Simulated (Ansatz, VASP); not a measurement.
**CaF2 in VASP and in Ansatz**

```
Ca F
1.0
     0.00000    2.71017    2.71017
     2.71017    0.00000    2.71017
     2.71017    2.71017    0.00000
Ca F
1 2
Direct
  0.00000 0.00000 0.00000
  0.25000 0.25000 0.25000
  0.75000 0.75000 0.75000
```

Alike in both runs: task single point; functional PBEsol; k mesh 6 × 6 × 6; occupations gaussian, width 0.02 eV; no spin polarisation.

|  | VASP | Ansatz |
| --- | --- | --- |
| version | VASP 6.6.1 | Ansatz 0.2.0 |
| potentials or method | VASP PAW PBE potentials, release 64 (Ca_sv, F), cutoff 600 eV | scalar-relativistic, plane waves, PAW |
| valence electrons in the cell | 24 | 24 |

VASP gave:

* gap on the k mesh at the Fermi level (eV): 7.23
* least direct gap on the mesh (eV): 7.49
* pressure (GPa): 0.3

**Question.** Estimate Ansatz's values.

**Answer.** gap on the k mesh at the Fermi level (eV): 7.25; least direct gap on the mesh (eV): 7.51; pressure (GPa): 0.0.

VASP's potentials were made for PBE, not for PBEsol, and Ansatz warns of the same on its side.
